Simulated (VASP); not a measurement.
**Os: single point with r2SCAN**

The system is Os.

```xyz
1
Lattice="0.0000 1.9716 1.8928 1.9716 0.0000 1.8928 1.9716 1.9716 0.0000" Properties=species:S:1:pos:R:3 pbc="T T T"
Os    0.0000    0.0000    0.0000
```

This cell differs from its parent crystal: ratio of the length along z to the lengths across it x 0.96, volume and fractional coordinates fixed.

```
Program             : VASP 6.6.1
Task                : single point
Functional          : r2SCAN
Potentials or basis : VASP PAW PBE potentials, release 64 (Os)
Cutoff              : 520 eV
k mesh              : 24 × 24 × 24
Occupations         : gaussian, width 0.15 eV
Spin                : no spin polarisation
```

```yaml
Pressure: -16.1 GPa
Band_gap_on_the_k_mesh: zero (bands 4 and 5 overlap by 4.47 eV)
```

Stress tensor (GPa, compression positive):
```
-20.22   0.00   0.00
  0.00 -20.22   0.00
  0.00   0.00  -7.80
```

Levels at points of the mesh, in eV from the Fermi level:
```tsv
k point	band 1	band 2	band 3	band 4	band 5	band 6	band 7	band 8
(0.00, 0.00, 0.00)	-10.84	-3.07	-3.07	-2.49	-0.36	0.37	15.00	20.36
(0.50, 0.00, 0.00)	-7.58	-3.36	-2.73	-0.22	2.18	2.51	8.85	14.51
(0.50, 0.50, 0.00)	-7.36	-6.73	2.25	2.92	3.03	3.03	12.05	12.05
(0.50, 0.00, 0.50)	-7.41	-6.67	2.01	2.26	2.74	3.25	11.76	12.57
```

Wall time 4.2 min on 1 thread of Intel(R) Xeon(R) Platinum 8488C (Sapphire Rapids) (shared host), peak memory 0.28 GiB.

Caveat: the cell stands under tension; the PAW data sets were made with another functional, which shifts forces and pressure a little; spin-orbit coupling is left out, which moves the levels of the heavy elements.
